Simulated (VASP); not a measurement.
# Cr (Fm-3m) in VASP: further runs

The runs below take Cr through single point, with RPBE.

Program: VASP 6.6.1. These are calculated values, not measurements. Logs are shortened: lines on timing, memory, paths and dates and some standing lists are left out, and cuts for length are marked.

**1. The cell of the first run**

The structure is cubic, space group Fm-3m (No. 225). The conventional cell has a = 3.650 Å, b = 3.650 Å, c = 3.650 Å, α = 90.00°, β = 90.00°, γ = 90.00°. Cr (site symmetry m-3m) has 12 Cr at 2.58 Å within 3.4 Å.

**2. Single point, RPBE**

INCAR

```
PREC = Accurate
ENCUT = 520
EDIFF = 1E-6
ISMEAR = -1
SIGMA = 0.1
LREAL = F
LASPH = T
NELM = 80
ALGO = Normal
ISIF = 2
LWAVE = F
LCHARG = F
GGA = RP
NBANDS = 12
```

KPOINTS

```
Automatic mesh
0
Gamma
  24 24 24
```

POSCAR

```
Cr
1.0
    0.0000000000      1.8252141594      1.8252141594
    1.8252141594      0.0000000000      1.8252141594
    1.8252141594      1.8252141594      0.0000000000
Cr
1
Direct
    0.0000000000      0.0000000000      0.0000000000
```

Potentials or basis: VASP PAW PBE potentials, release 64 (Cr_pv).

On the command line:

```
$ cat potpaw_PBE.64/Cr_pv/POTCAR > POTCAR
$ mpirun -np 1 vasp_std > vasp.out
```

OUTCAR:

```text
PREC = Accurate
   ENCUT = 520
   EDIFF = 1E-6
   ISMEAR = -1
   LREAL = F
   LASPH = T
   NELM = 80
   ISIF = 2
   GGA = RP

 ion  position               nearest neighbor table
   1  0.000  0.000  0.000-

  LATTYP: Found a face centered cubic cell.
 ALAT       =     3.6504283188

  Lattice vectors:

 A1 = (   0.0000000000,   1.8252141594,   1.8252141594)
 A2 = (   1.8252141594,   0.0000000000,   1.8252141594)
 A3 = (   1.8252141594,   1.8252141594,   0.0000000000)

Analysis of symmetry for initial positions (statically):
=====================================================================
 Subroutine PRICEL returns:
 Original cell was already a primitive cell.

 Routine SETGRP: Setting up the symmetry group for a
 face centered cubic supercell.

 Subroutine GETGRP returns: Found 48 space group operations
 (whereof 48 operations were pure point group operations)
 out of a pool of 48 trial point group operations.

The static configuration has the point symmetry O_h .

Analysis of symmetry for dynamics (positions and initial velocities):
=====================================================================
 Subroutine PRICEL returns:
 Original cell was already a primitive cell.

 Routine SETGRP: Setting up the symmetry group for a
 face centered cubic supercell.

 Subroutine GETGRP returns: Found 48 space group operations
 (whereof 48 operations were pure point group operations)
 out of a pool of 48 trial point group operations.

The dynamic configuration has the point symmetry O_h .

 Subroutine INISYM returns: Found 48 space group operations
 (whereof 48 operations are pure point group operations),
 and found     1 'primitive' translations

----------------------------------------------------------------------------------------

                                     Primitive cell

  volume of cell :      12.1611

  direct lattice vectors                    reciprocal lattice vectors
     0.000000000  1.825214159  1.825214159    -0.273940456  0.273940456  0.273940456
     1.825214159  0.000000000  1.825214159     0.273940456 -0.273940456  0.273940456
     1.825214159  1.825214159  0.000000000     0.273940456  0.273940456 -0.273940456

  length of vectors
     2.581242618  2.581242618  2.581242618     0.474478789  0.474478789  0.474478789

  position of ions in fractional coordinates (direct lattice)
     0.000000000  0.000000000  0.000000000

  ion indices of the primitive-cell ions
   primitive index   ion index
                 1           1

----------------------------------------------------------------------------------------

 KPOINTS: Automatic mesh

Automatic generation of k-mesh.
 Grid dimensions read from file:
 generate k-points for:   24   24   24

 Generating k-lattice:

  Cartesian coordinates                     Fractional coordinates (reciprocal lattice)
    -0.011414186  0.011414186  0.011414186     0.041666667  0.000000000  0.000000000
     0.011414186 -0.011414186  0.011414186     0.000000000  0.041666667  0.000000000
     0.011414186  0.011414186 -0.011414186     0.000000000  0.000000000  0.041666667

  Length of vectors
     0.019769950  0.019769950  0.019769950

  Shift w.r.t. Gamma in fractional coordinates (k-lattice)
     0.000000000  0.000000000  0.000000000

 Subroutine IBZKPT returns following result:
 ===========================================

 Found    413 irreducible k-points:

 Following reciprocal coordinates:
            Coordinates               Weight
  0.000000  0.000000  0.000000      1.000000
  0.041667  0.000000  0.000000      8.000000
  0.083333  0.000000  0.000000      8.000000
  0.125000  0.000000  0.000000      8.000000
  0.166667  0.000000  0.000000      8.000000
  0.208333  0.000000  0.000000      8.000000
[... 16 lines left out ...]
  0.416667  0.041667  0.000000     24.000000
  0.458333  0.041667  0.000000     24.000000
 [... further k-points ...]
   k-points           NKPTS =    413   k-points in BZ     NKDIM =    413   number of bands    NBANDS=     12
   number of dos      NEDOS =    301   number of ions     NIONS =      1
   total plane-waves  NPLWV =   8000
   dimension x,y,z NGX =    20 NGY =   20 NGZ =   20
   dimension x,y,z NGXF=    40 NGYF=   40 NGZF=   40
   ions per type =               1
   NGX,Y,Z   is equivalent  to a cutoff of  12.88, 12.88, 12.88 a.u.
   NGXF,Y,Z  is equivalent  to a cutoff of  25.76, 25.76, 25.76 a.u.
 SYSTEM =  unknown system
   PREC   = accura    normal or accurate (medium, high low for compatibility)
   ISTART =      0    job   : 0-new  1-cont  2-samecut
   ICHARG =      2    charge: 1-file 2-atom 10-const
   ISPIN  =      1    spin polarized calculation?
   LNONCOLLINEAR =      F non collinear calculations
   LSORBIT =      F    spin-orbit coupling
   LASPH  =      T    aspherical Exc in radial PAW
   ENCUT  =  520.0 eV  38.22 Ry    6.18 a.u.   4.80  4.80  4.80*2*pi/ulx,y,z
   NELM   =     80;   NELMIN=  2; NELMDL= -5     # of ELM steps
   EDIFF  = 0.1E-05   stopping-criterion for ELM
   LREAL  =      F    real-space projection
   EDIFFG = 0.1E-04   stopping-criterion for IOM
   NSW    =      0    number of steps for IOM
   IBRION =     -1    ionic relax: 0-MD 1-quasi-New 2-CG
   NFREE  =      0    steps in history (QN), initial steepest desc. (CG)
   ISIF   =      2    stress and relaxation
   ISYM   =      2    0-nonsym 1-usesym 2-fastsym
   POTIM  = 0.5000    time-step for ionic-motion
   TEBEG  =    0.0;   TEEND  =   0.0 temperature during run
   PSTRESS=    0.0 pullay stress
   NELECT =      12.0000    total number of electrons
   NUPDOWN=      -1.0000    fix difference up-down
   EMIN   =  10.00;   EMAX   =-10.00  energy-range for DOS
   EFERMI =   0.00;   METHOD = LEGACY
   ISMEAR =    -1;   SIGMA  =   0.10  broadening in eV -4-tet -1-fermi 0-gaus
   EFERMI_NEDOS =   21; number of points for ismear=-14 and -15
   IALGO  =     38    algorithm
   IMIX   =      4    mixing-type and parameters
     AMIX     =   0.40;   BMIX     =  1.00
     AMIX_MAG =   1.60;   BMIX_MAG =  1.00
  volume/ion in A,a.u.               =      12.16        82.07
  Fermi-wavevector in a.u.,A,eV,Ry     =   1.629839  3.079949 36.142186  2.656376
  Thomas-Fermi vector in A             =   2.722239
   LORBIT       =      0    0 simple, 1 ext, 2 COOP (PROOUT), +10 PAW based schemes
   GGA     = RP    functional components
   LHFCALC =     F    Hartree Fock is set to
   AEXX    =    0.0000 exact exchange contribution
   IVDW    =     0    specifies the selected vdW correction
   LEPSILON=     F    determine dielectric tensor
   LRPA    =     F    only Hartree local field effects (RPA)
 non-spin polarized calculation
  energy-cutoff  :      520.00
  volume of cell :       12.16
 maximum number of plane-waves:       342
   NGX =  9   NGY =  9   NGZ =  9

 number of electron      12.0000002 magnetization

 Free energy of the ion-electron system (eV)
  ---------------------------------------------------
  ext. energy  EPLUGINS =         0.00000000
  ---------------------------------------------------
  free energy    TOTEN  =        -8.63252736 eV

  energy without entropy =       -8.57253220  energy(sigma->0) =       -8.60252978

 E-fermi :  10.1457     XC(G=0): -13.2464

 val. band max:       10.1412877476   @ k =   0.2917   0.0833   0.0000
 cond. band min:      10.1515150688   @ k =   0.2500   0.1667   0.0417
 fundamental gap:      0.0102273212
 Fermi energy:        10.1456510988

 k-point     1 :       0.0000    0.0000    0.0000
  band No.  band energies     occupation
      1     -32.3519      2.00000
      2     -32.3519      2.00000
      3     -32.3519      2.00000
      4       2.7003      2.00000
      5       9.7215      1.97164
      6       9.7215      1.97164
      7       9.7215      1.97164
      8      11.4316      0.00001
      9      11.4316      0.00001
     10      17.6762      0.00000
     11      29.7538      0.00000
     12      35.2558      0.00000

 k-point     2 :       0.0417    0.0000    0.0000
  band No.  band energies     occupation
      1     -32.3656      2.00000
      2     -32.3537      2.00000
      3     -32.3537      2.00000
      4       2.7695      2.00000
      5       9.6884      1.97954
      6       9.7446      1.96441
      7       9.7446      1.96441
      8      11.4184      0.00001
      9      11.4184      0.00001
     10      17.6762      0.00000
     11      29.7771      0.00000
     12      34.5623      0.00000

 k-point     3 :       0.0833    0.0000    0.0000
  band No.  band energies     occupation
      1     -32.4056      2.00000
      2     -32.3587      2.00000
      3     -32.3587      2.00000
      4       2.9744      2.00000
      5       9.5949      1.99192
      6       9.8089      1.93332
      7       9.8089      1.93332
      8      11.3846      0.00001
      9      11.3846      0.00001
     10      17.6760      0.00000
     11      29.7959      0.00000
     12      33.1837      0.00000

 k-point     4 :       0.1250    0.0000    0.0000
  band No.  band energies     occupation
      1     -32.4689      2.00000
      2     -32.3668      2.00000
      3     -32.3668      2.00000
      4       3.3061      2.00000
      5       9.4568      1.99796
      6       9.8984      1.84434
      7       9.8984      1.84434
      8      11.3481      0.00001
      9      11.3481      0.00001
     10      17.6759      0.00000
     11      29.5884      0.00000
     12      31.8666      0.00000

 k-point     5 :       0.1667    0.0000    0.0000
  band No.  band energies     occupation
      1     -32.5508      2.00000
      2     -32.3772      2.00000
      3     -32.3772      2.00000
      4       3.7482      2.00000
      5       9.2997      1.99958
      6       9.9835      1.66990
      7       9.9835      1.66990
      8      11.3401      0.00001
      9      11.3401      0.00001
     10      17.6757      0.00000
     11      28.7185      0.00000
     12      31.1229      0.00000

 k-point     6 :       0.2083    0.0000    0.0000
  band No.  band energies     occupation
      1     -32.6454      2.00000
      2     -32.3893      2.00000
      3     -32.3893      2.00000
      4       4.2736      2.00000
      5       9.1578      1.99990
      6      10.0271      1.53180
      7      10.0271      1.53180
      8      11.3981      0.00001
      9      11.3981      0.00001
     10      17.6752      0.00000
     11      27.3152      0.00000
     12      30.7886      0.00000

 k-point     7 :       0.2500    0.0000    0.0000
  band No.  band energies     occupation
      1     -32.7459      2.00000
      2     -32.4023      2.00000
      3     -32.4023      2.00000
      4       4.8395      2.00000
      5       9.0770      1.99995
      6      10.0085      1.59531
      7      10.0085      1.59531
      8      11.5406      0.00000
      9      11.5406      0.00000
     10      17.6745      0.00000
     11      25.7745      0.00000
     12      30.4626      0.00000

 k-point     8 :       0.2917    0.0000    0.0000
  band No.  band energies     occupation
      1     -32.8455      2.00000
      2     -32.4153      2.00000
      3     -32.4153      2.00000
      4       5.3807      2.00000
      5       9.1168      1.99993
      6       9.9395      1.77420
      7       9.9395      1.77420
      8      11.7496      0.00000
      9      11.7496      0.00000
     10      17.6735      0.00000
     11      24.2386      0.00000
     12      30.0675      0.00000
[... 166 lines left out ...]
 k-point    20 :       0.2917    0.0417    0.0000
  band No.  band energies     occupation
      1     -32.8129      2.00000
      2     -32.4224      2.00000
      3     -32.4100      2.00000
      4       5.2591      2.00000
      5       9.0342      1.99997
      6       9.9408      1.77154
      7      10.0071      1.59977
      8      11.5616      0.00000
      9      11.8344      0.00000
     10      17.6738      0.00000
     11      24.7787      0.00000
     12      30.1429      0.00000

 k-point    21 :       0.3333    0.0417    0.0000
  band No.  band energies     occupation
      1     -32.9068      2.00000
      2     -32.4342      2.00000
      3     -32.4236      2.00000
      4       5.7385      2.00000
      5       9.1761      1.99988
      6       9.8378      1.91198
      7       9.9247      1.80228
      8      11.8361      0.00000
      9      12.0525      0.00000
     10      17.6725      0.00000
     11      23.2771      0.00000
     12      29.7363      0.00000

 k-point    22 :       0.3750    0.0417    0.0000
  band No.  band energies     occupation
      1     -32.9891      2.00000
      2     -32.4439      2.00000
      3     -32.4362      2.00000
      4       6.0738      2.00000
      5       9.4943      1.99704
      6       9.7487      1.96292
      7       9.8329      1.91602
      8      12.1288      0.00000
      9      12.2651      0.00000
     10      17.6701      0.00000
     11      21.8798      0.00000
     12      29.3465      0.00000

 k-point    23 :       0.4167    0.0417    0.0000
  band No.  band energies     occupation
      1     -33.0545      2.00000
      2     -32.4509      2.00000
      3     -32.4470      2.00000
      4       6.2591      2.00000
      5       9.6216      1.98947
      6       9.7500      1.96245
      7      10.0006      1.62010
      8      12.4099      0.00000
      9      12.4395      0.00000
     10      17.6659      0.00000
     11      20.6620      0.00000
     12      29.0225      0.00000

 k-point    24 :       0.4583    0.0417    0.0000
  band No.  band energies     occupation
      1     -33.0991      2.00000
      2     -32.4554      2.00000
      3     -32.4548      2.00000
      4       6.3415      2.00000
      5       9.5721      1.99356
      6       9.6884      1.97955
      7      10.4396      0.10048
      8      12.5498      0.00000
      9      12.6489      0.00000
     10      17.6592      0.00000
     11      19.7398      0.00000
     12      28.7971      0.00000

 [... further k-points ...]
[... 5 lines left out ...]
  --------------------------------------------------------------------------------------
  -------------------------------------------------------------------------------------
  Total       -0.0306334     -0.0306334     -0.0306334      0.0000000     -0.0000000      0.0000000
  in kB       -4.0358498     -4.0358498     -4.0358498      0.0000000     -0.0000000      0.0000000
  external PRESSURE =      -4.0358498 kB  Pullay stress =       0.0000000 kB

 VOLUME and BASIS-vectors are now :
 -----------------------------------------------------------------------------
  energy-cutoff  :      520.00
  volume of cell :       12.16
      direct lattice vectors                 reciprocal lattice vectors
     0.000000000  1.825214159  1.825214159    -0.273940456  0.273940456  0.273940456
     1.825214159  0.000000000  1.825214159     0.273940456 -0.273940456  0.273940456
     1.825214159  1.825214159  0.000000000     0.273940456  0.273940456 -0.273940456

 POSITION                                       TOTAL-FORCE (eV/Angst)
 -----------------------------------------------------------------------------------
      0.00000      0.00000      0.00000         0.000000      0.000000     -0.000000
 -----------------------------------------------------------------------------------
    total drift:                               -0.000000     -0.000000     -0.000000

  FREE ENERGIE OF THE ION-ELECTRON SYSTEM (eV)
  ---------------------------------------------------
  free  energy   TOTEN  =        -8.6325273627 eV

  energy  without entropy=       -8.5725322011  energy(sigma->0) =       -8.60252978
```

Wall time 48 s (1 thread of AMD EPYC 7R43 (Zen 3), shared host); peak memory 0.13 GiB.

Results:

* Free energy: -8.6325 eV
* Pressure: -0.4 GPa
* Band gap on the k mesh: zero (band 6 reaches 12.56 eV, above the bottom of band 7 at 9.72 eV)

Caveat: the PAW data sets were made with another functional, which shifts forces and pressure a little; the run has no spin polarisation, though such a crystal can be magnetic.

**3. Single point, RPBE, collinear spin, ferromagnetic start**

INCAR

```
PREC     = Accurate       # precision mode
ENCUT    = 520            # plane-wave cutoff, eV
EDIFF    = 1E-6           # SCF threshold, eV
ISMEAR   = -1             # smearing method
SIGMA    = 0.05           # smearing width, eV
LREAL    = False          # projectors in reciprocal space
LASPH    = True           # aspherical terms in the spheres
NELM     = 150            # most SCF steps
ALGO     = Normal         # electronic algorithm
ISIF     = 2              # what is computed and relaxed
LWAVE    = False          # write WAVECAR
LCHARG   = False          # write CHGCAR
ISPIN    = 2              # spin polarisation
MAGMOM   = 1.5            # initial moments
LORBIT   = 11             # projections on sites
LMAXMIX  = 4              # l up to which the mixer works
GGA      = RP             # functional
NBANDS   = 16             # bands
```

KPOINTS

```
Automatic mesh
0
Gamma
  15 15 15
```

POSCAR

```
Cr
1.0
    0.0000000000      1.8241553098      1.8241553098
    1.8241553098      0.0000000000      1.8241553098
    1.8241553098      1.8241553098      0.0000000000
Cr
1
Direct
    0.0000000000      0.0000000000      0.0000000000
```

Potentials or basis: VASP PAW PBE potentials, release 64 (Cr_pv).

On the command line:

```
$ cat potpaw_PBE.64/Cr_pv/POTCAR > POTCAR
$ mpirun -np 1 vasp_std > vasp.out
```

It used 79 s of CPU time on 1 thread of Intel(R) Xeon(R) Platinum 8259CL CPU @ 2.50GHz (Skylake/Cascade Lake), with other jobs on the host.

The run converged. Its results:

```
Free energy                                           : -8.6089 eV
Pressure                                              : -0.3 GPa
Band gap on the k mesh                                : zero (filled and empty bands overlap)
Net moment                                            : 0.00 μB per cell
Valence electrons inside the program's atomic spheres : Cr 10.97
```

Levels at points of the mesh, in eV from the Fermi level:
Spin up:
```tsv
k point	band 2	band 3	band 4	band 5	band 6	band 7	band 8	band 9	band 10	band 11
(0.00, 0.00, 0.00)	-42.48	-42.48	-7.43	-0.41	-0.41	-0.41	1.30	1.30	7.54	19.64
```
Spin down:
```tsv
k point	band 2	band 3	band 4	band 5	band 6	band 7	band 8	band 9	band 10	band 11
(0.00, 0.00, 0.00)	-42.48	-42.48	-7.43	-0.41	-0.41	-0.41	1.30	1.30	7.55	19.64
```

Caveat: the starting moments collapsed, and a magnetic state may lie lower; the PAW data sets were made with another functional, which shifts forces and pressure a little.

(Part 1 of 2 ends here.)
